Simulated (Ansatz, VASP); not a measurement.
**Bi2Te2Pb2S3 in VASP and in Ansatz**

The input INCAR:

```
  PREC = Accurate
  ENCUT = 520
  EDIFF = 1E-8
  ISMEAR = -1
  SIGMA = 0.02
  LREAL = F
  LASPH = T
  NELM = 80
  ALGO = Normal
  ISIF = 2
  LWAVE = F
  LCHARG = F
  GGA = PE
  LEFG = T
  NBANDS = 54
```

File KPOINTS:

```
Automatic mesh
0
Gamma
  8 8 2
```

The input POSCAR:

```
Bi2Te2Pb2S3
1.0
    4.2578790273      0.0000000000      0.0000000000
   -2.1289395137      3.6874314039      0.0000000000
    0.0000000000      0.0000000000     16.9431000000
Bi Te Pb S
2 2 2 3
Direct
    0.0000000000      0.0000000000      0.1947700000
    0.0000000000      0.0000000000      0.8052300000
    0.3333333333      0.6666666667      0.9106000000
    0.6666666667      0.3333333333      0.0894000000
    0.3333333333      0.6666666667      0.6012300000
    0.6666666667      0.3333333333      0.3987700000
    0.3333333333      0.6666666667      0.2981700000
    0.6666666667      0.3333333333      0.7018300000
    0.0000000000      0.0000000000      0.5000000000
```

Input for Ansatz:

```yaml
crystal:
  lattice:
    - [4.2578790273, 0.0, 0.0]
    - [-2.1289395137, 3.6874314039, 0.0]
    - [0.0, 0.0, 16.9431]
  atoms:
    - { symbol: Bi, position: [0.0, 0.0, 0.19477] }
    - { symbol: Bi, position: [0.0, 0.0, 0.80523] }
    - { symbol: Te, position: [0.3333333333, 0.6666666667, 0.9106] }
    - { symbol: Te, position: [0.6666666667, 0.3333333333, 0.0894] }
    - { symbol: Pb, position: [0.3333333333, 0.6666666667, 0.60123] }
    - { symbol: Pb, position: [0.6666666667, 0.3333333333, 0.39877] }
    - { symbol: S, position: [0.3333333333, 0.6666666667, 0.29817] }
    - { symbol: S, position: [0.6666666667, 0.3333333333, 0.70183] }
    - { symbol: S, position: [0.0, 0.0, 0.5] }
kpoints:
  mp_grid: { grid: [8, 8, 2] }
scf:
  occupations: { method: fermi_dirac, width: 0.02 }
hamiltonian:
  xc: pbe
  pseudopotentials: { kind: paw }
output:
  forces: true
  stress: true
  populations: true
  efg:
    quadrupole_moments_barn: { Bi: -0.516, S: -0.0694 }
    contact_densities: true
```

Alike in both runs: task electric field gradients; functional PBE; k mesh 8 × 8 × 2; occupations fermi-dirac, width 0.02 eV; no spin polarisation.

|  | VASP | Ansatz |
| --- | --- | --- |
| version | VASP 6.6.1 | Ansatz 0.2.0 |
| potentials or method | VASP PAW PBE potentials, release 64 (Bi_d, Te, Pb_d, S) | plane-wave PAW, scalar-relativistic |
| plane-wave cutoff (eV) | 520 | 420 |
| valence electrons in the cell | 88 | 108 |

VASP gave:

| Property | Result |
| --- | --- |
| pressure (GPa) | 1.0 |
| traceless stress, the component that is largest in VASP (GPa) | 0.10 |
| rms of the force components (eV/Å) | 0.025 |
| size of Vzz on the site where it differs most (V/Å²) | 3.0 |

**Question.** What did Ansatz give for the same quantities?

**Answer.** Pressure (GPa): 1.0; traceless stress, the component that is largest in VASP (GPa): 0.09; rms of the force components (eV/Å): 0.020; size of Vzz on the site where it differs most (V/Å²): 7.2.

Atom by atom the forces differ by 0.005 eV/Å (rms over components). VASP's potentials hold 88 valence electrons a cell and Ansatz's 108, so a difference there can come from the potentials and not from the codes.

Neither program's run includes spin-orbit coupling.
